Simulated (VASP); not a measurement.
Here is a VASP 6.6.1 calculation.

INCAR

```
PREC = Accurate
ENCUT = 520
EDIFF = 1E-7
ISMEAR = 0
SIGMA = 0.1
LREAL = False
LASPH = True
NELM = 60
ALGO = Normal
ISIF = 2
LWAVE = False
LCHARG = True
LDIPOL = True
IDIPOL = 3
DIPOL = 0.5 0.5 0.500
GGA = PS
LELF = True
LVHAR = True
LVACPOTAV = True
NBANDS = 34
```

The input KPOINTS:

```
regular mesh
0
Gamma
  10 10 1
```

Contents of POSCAR:

```
Ag4HC
1.0
    2.8669036820      0.0000000000      0.0000000000
    0.0000000000      2.8669036820      0.0000000000
    0.0000000000      0.0000000000     26.1816211037
Ag C H
4 1 1
Direct
    0.5000000000      0.5000000000      0.3246552216
    0.0000000000      0.0000000000      0.4020838509
    0.5000000000      0.5000000000      0.4783307249
    0.0000000000      0.0000000000      0.5654170056
    0.5000000000      0.5000000000      0.5932934551
    0.5000000000      0.5000000000      0.6353859077
```

Potentials or basis: VASP PAW PBE potentials, release 64 (Ag, C, H).

Command:

```sh
$ cat potpaw_PBE.64/Ag/POTCAR potpaw_PBE.64/C/POTCAR potpaw_PBE.64/H/POTCAR > POTCAR
$ mpirun -np 1 vasp_std > vasp.out
```

Estimate the largest force.

0.168 eV/Å.

Forces in eV/Å, atoms in the order of the input:
```
Ag   0.000  0.000  0.168
Ag   0.000  0.000 -0.155
Ag   0.000  0.000 -0.007
Ag   0.000  0.000  0.009
C    0.000  0.000 -0.051
H    0.000  0.000  0.036
```

Caveat: the PAW data sets were made with another functional, which shifts forces and pressure a little.
